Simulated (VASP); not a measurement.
A run of VASP 6.6.1:

Contents of POSCAR:

```
B
1.0
    1.4688762282     -2.6609587773      0.0000000000
    1.4688762282      2.6609587773      0.0000000000
    0.0000000000      0.0000000000      3.2653347298
B
4
Direct
    0.6557783000      0.3442217000      0.4097676738
    0.1557783000      0.8442217000      0.0902323262
    0.3442217000      0.6557783000      0.5902323262
    0.8442217000      0.1557783000      0.9097676738
```

Contents of INCAR.step1:

```
SYSTEM = B
  ALGO = Normal
  EDIFF = 1E-4
  ENCUT = 520
  GGA = PE
  ISMEAR = 0
  LASPH = .True.
  LCHARG = .False.
  LREAL = .False.
  LWAVE = .True.
  NBANDS = 14
  NELM = 80
  PREC = Accurate
  SIGMA = 0.1
```

The input INCAR.step2:

```
SYSTEM = B
  ALGO = Normal
  EDIFF = 1E-6
  ENCUT = 520
  ISIF = 2
  ISMEAR = 0
  ISTART = 1
  LASPH = .True.
  LCHARG = .False.
  LMIXTAU = .True.
  LREAL = .False.
  LWAVE = .False.
  METAGGA = R2SCAN
  NBANDS = 14
  NELM = 80
  PREC = Accurate
  SIGMA = 0.1
```

File KPOINTS:

```
k-points
0
Gamma
  18 18 14
  0 0 0
```

Potentials or basis: VASP PAW PBE potentials, release 64 (B).

Launch:

```console
$ cat potpaw_PBE.64/B/POTCAR > POTCAR
$ cp INCAR.step1 INCAR
$ mpirun -np 1 vasp_std > vasp.out
$ cp INCAR.step2 INCAR
$ mpirun -np 1 vasp_std > vasp.out
```

Hardware: 1 thread of Intel(R) Xeon(R) Platinum 8259CL CPU @ 2.50GHz (Skylake/Cascade Lake), with other jobs on the host.

Q: How long does it take, and how much memory?

A: It took 6.7 min on 1 thread of Intel(R) Xeon(R) Platinum 8259CL CPU @ 2.50GHz (Skylake/Cascade Lake), on a shared host, peak memory 0.29 GiB. Counts: k points 728.
